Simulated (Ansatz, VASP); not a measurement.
One calculation of Ti3H, two programs

```
Ti H
1.0
     4.60374    0.00000    0.00000
    -2.30187    3.98696    0.00000
     0.00000    0.00000   22.49682
Ti H
6 2
Cartesian
  2.3019 1.3290 4.0000
  0.0000 2.6580 4.9397
  0.0000 0.0000 5.8795
  2.3019 1.3290 6.7051
  0.0000 2.6580 7.4342
  0.0000 0.0000 8.4968
  -0.2815 2.8205 12.0968
  0.2815 2.4955 12.0968
```

Alike in both runs: task single point; functional PBE; k mesh 6 × 6 × 1; occupations gaussian, width 0.1 eV; no spin polarisation.

```csv
,VASP,Ansatz
version,VASP 6.6.1,Ansatz 0.2.0
potentials or method,"VASP PAW PBE potentials, release 64 (Ti_sv, H), cutoff 520 eV","scalar-relativistic, plane waves, PAW"
valence electrons in the cell,74,74
```

Ansatz gave:

| Item | Value |
| --- | --- |
| gap on the k mesh at the Fermi level (eV) | none |
| rms of the force components (eV/Å) | 1.409 |
| work function, face that differs most (eV) | 3.44 |

Task: Estimate VASP's values.

Result: gap on the k mesh at the Fermi level (eV): none; rms of the force components (eV/Å): 1.419; work function, face that differs most (eV): 3.44.

Atom by atom the forces differ by 0.011 eV/Å (rms over components). A gap of «none» marks a metal or a gap that the smearing closes.
